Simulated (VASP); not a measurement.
Crystal: Pt2Cl.

```
Pt Cl
1.0
     4.73127    0.00000    0.00000
    -2.36563    4.09740    0.00000
     0.00000    0.00000    2.65738
Pt Cl
2 1
Direct
  0.33333 0.66667 0.50000
  0.66667 0.33333 0.50000
  0.00000 0.00000 0.00000
```

```yaml
Program: VASP 6.6.1
Task: relaxation of cell and atoms
Functional: PBE
Potentials_or_basis: VASP PAW PBE potentials, release 64 (Pt, Cl)
Cutoff: 600 eV
k_mesh: 6 × 6 × 6
Occupations: gaussian, width 0.1 eV
Spin: no spin polarisation
```

At the start: pressure 1.5 GPa; volume 17.17 Å³/atom.

**Question.** How do energy, volume and symmetry change on relaxing?

**Answer.** Over 6 steps the energy falls by 24.1 meV/atom and the volume is 17.29 Å³/atom (+0.7 %); space group P6/mmm (No. 191, to 0.05 Å).

The path:
| step | energy change (eV) | largest force (eV/Å) | pressure (GPa) | volume (Å³) |
| --- | --- | --- | --- | --- |
| 1 | 0.0000 | 0.0000 | 1.53 | 51.52 |
| 2 | -0.0642 | 0.0000 | -2.00 | 52.69 |
| 3 | -0.0644 | 0.0000 | -2.11 | 52.75 |
| 4 | -0.0683 | 0.0000 | 1.88 | 51.20 |
| 5 | -0.0722 | 0.0000 | 0.15 | 51.83 |
| 6 | -0.0724 | 0.0000 | 0.09 | 51.87 |

Final structure:
```
Pt Cl
1.0
     4.63151    0.00000    0.00000
    -2.31575    4.01100    0.00000
     0.00000    0.00000    2.79206
Pt Cl
2 1
Direct
  0.33333 0.66667 0.50000
  0.66667 0.33333 0.50000
  0.00000 0.00000 0.00000
```

Caveat: the k points lie up to 0.38 Å⁻¹ apart in the final cell; an odd number of electrons without spin polarisation forces a metal; a magnetic or distorted state may lie lower.
